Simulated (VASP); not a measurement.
A run of VASP 6.6.1 is set up as follows.

Contents of INCAR:

```
SYSTEM = Sb
ALGO = Normal
EDIFF = 1E-6
ENCUT = 520
GGA = PE
ISIF = 2
ISMEAR = 0
LASPH = .True.
LCHARG = .False.
LREAL = .False.
LWAVE = .False.
NBANDS = 8
NELM = 80
PREC = Accurate
SIGMA = 0.05
```

Contents of KPOINTS:

```
k-points
0
Gamma
  10 10 10
  0 0 0
```

POSCAR

```
Sb
1.0
    3.0509464554      0.0000000000      0.0000000000
    0.0000000000      3.0509464554      0.0000000000
    0.0000000000      0.0000000000      3.0509464554
Sb
1
Direct
    0.0000000000      0.0000000000      0.0000000000
```

Potentials or basis: VASP PAW PBE potentials, release 64 (Sb).

Run with:

```bash
$ cat potpaw_PBE.64/Sb/POTCAR > POTCAR
$ mpirun -np 1 vasp_std > vasp.out
```

(1) Predict the pressure.

Answers

(1) 3.4 GPa.
